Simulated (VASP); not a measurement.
Runs of VASP 6.6.1 on Au. The structure is that of space group Fm-3m (No. 225), or close to it. The cells are those of the table. 

```tsv
task	cell	cutoff (eV)	gap on the mesh (eV)	pressure (GPa)
single point	a = 2.888 Å, angles 60.0°, 1 atom	520	none	-0.3
single point	a = 2.902 Å, angles 60.0°, 1 atom	520	none	(a)
relaxation of cell and atoms	relaxed from a = 2.878 Å, angles 60.0°, 1 atom	600	none	0.0
single point	a = 2.873 Å, angles 60.0°, 1 atom	520	none	2.5
```

Alike in all rows: level PBEsol; potentials or basis VASP PAW PBE potentials, release 64 (Au); no spin polarisation; k mesh 18 × 18 × 18; smearing fermi-dirac 0.05 eV.

Estimate the missing entries.

(a) -2.8.

Caveats: the PAW data sets were made with another functional, which shifts forces and pressure a little; spin-orbit coupling is left out, which moves the levels of the heavy elements.

A k mesh can miss the band edges, and the runs leave out spin-orbit coupling on Au.

A gap of «none» marks levels without a gap at the run's occupations.
